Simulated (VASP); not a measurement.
Here is a VASP 6.6.1 calculation.

Contents of POSCAR:

```
In
1.0
    0.0000000000      2.3953945061      2.3953945061
    2.3953945061      0.0000000000      2.3953945061
    2.3953945061      2.3953945061      0.0000000000
In
1
Direct
    0.0000000000      0.0000000000      0.0000000000
```

Contents of INCAR.step1:

```
  PREC = Accurate
  ENCUT = 550
  ISMEAR = 0
  SIGMA = 0.05
  LREAL = False
  LASPH = True
  NELM = 120
  NBANDS = 12
  GGA = PE
  ALGO = Normal
  EDIFF = 1E-5
  LWAVE = True
  LCHARG = False
  GGA_COMPAT = False
```

The input INCAR.step2:

```
  PREC = Accurate
  ENCUT = 550
  EDIFF = 1E-6
  ISMEAR = 0
  SIGMA = 0.05
  LREAL = False
  LASPH = True
  NELM = 120
  ALGO = Normal
  ISIF = 2
  LWAVE = False
  LCHARG = False
  METAGGA = R2SCAN
  LMIXTAU = True
  NBANDS = 12
  ISTART = 1
  GGA_COMPAT = False
```

File KPOINTS:

```
regular mesh
0
Gamma
  16 16 16
```

Potentials or basis: VASP PAW PBE potentials, release 64 (In_d).

The run is started by

```bash
$ cat potpaw_PBE.64/In_d/POTCAR > POTCAR
$ cp INCAR.step1 INCAR
$ mpirun -np 1 vasp_std > vasp.out
$ cp INCAR.step2 INCAR
$ mpirun -np 1 vasp_std > vasp.out
```

Q: What does it give for the band gap on the k mesh?

A: Zero (an odd number of electrons rules out a gap without spin polarisation).

Q: What does it give for the pressure?

A: -1.6 GPa.

Caveat: the PAW data sets were made with another functional, which shifts forces and pressure a little; spin-orbit coupling is left out, which moves the levels of the heavy elements.
